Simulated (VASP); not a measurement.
A run of VASP 6.6.1:

File INCAR:

```
SYSTEM = ZrB2
  ALGO = Normal
  EDIFF = 1E-7
  EDIFFG = -0.01
  ENCUT = 600
  GGA = PS
  IBRION = 2
  ISIF = 3
  ISMEAR = -1
  IVDW = 12
  LASPH = .TRUE.
  LCHARG = .FALSE.
  LREAL = .FALSE.
  LWAVE = .FALSE.
  NELM = 80
  NSW = 60
  PREC = Accurate
  SIGMA = 0.05
```

Contents of KPOINTS:

```
k-points
0
G
  10 10 8
  0 0 0
```

Contents of POSCAR:

```
ZrB2
1.0
    3.1700000000      0.0000000000      0.0000000000
   -1.5850000000      2.7453005300      0.0000000000
    0.0000000000      0.0000000000      3.5330000000
Zr B
1 2
Direct
    0.0000000000      0.0000000000      0.0000000000
    0.6666666667      0.3333333333      0.5000000000
    0.3333333333      0.6666666667      0.5000000000
```

Potentials or basis: VASP PAW PBE potentials, release 64 (Zr_sv, B).

Run with:

```sh
$ cat potpaw_PBE.64/Zr_sv/POTCAR potpaw_PBE.64/B/POTCAR > POTCAR
$ mpirun -np 1 vasp_std > vasp.out
```

Hardware: 1 thread of Intel(R) Xeon(R) Platinum 8375C CPU @ 2.90GHz (Ice Lake), with other jobs on the host.

Question: Estimate the wall time of this run.

Answer: It took 98 s on 1 thread of Intel(R) Xeon(R) Platinum 8375C CPU @ 2.90GHz (Ice Lake) (shared host), peak memory 0.2 GiB. Counts: scf iterations 50, k points 70, ion steps 5.
